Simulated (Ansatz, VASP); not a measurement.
Two plane-wave programs on TaN

```
Ta N
1.0
     0.00000    2.17900    2.17900
     2.17900    0.00000    2.17900
     2.17900    2.17900    0.00000
Ta N
1 1
Direct
  0.50000 0.50000 0.50000
  0.00000 0.00000 0.00000
```

Alike in both runs: task relaxation of cell and atoms; functional PBE; dispersion D3(BJ); k mesh 16 × 16 × 16; occupations gaussian, width 0.1 eV; no spin polarisation.

|  | VASP | Ansatz |
| --- | --- | --- |
| version | VASP 6.6.1 | Ansatz 0.2.0 |
| potentials or method | VASP PAW PBE potentials, release 64 (Ta_pv, N), cutoff 600 eV | scalar-relativistic, plane waves, PAW |
| valence electrons in the cell | 16 | 18 |

|  | VASP | Ansatz | Ansatz less VASP |
| --- | --- | --- | --- |
| gap on the k mesh at the Fermi level, each at its own relaxed structure (eV) | none | none | - |
| relaxed volume (Å³/atom) | 10.56 | 10.53 | -0.030 |
| relaxed cell length with the largest relative difference (Å) | 3.103 | 3.100 | -0.0029 |

A gap of «none» marks a metal or a gap that the smearing closes. VASP's potentials hold 16 valence electrons a cell and Ansatz's 18, so a difference there can come from the potentials and not from the codes.

Spin-orbit coupling is off throughout.
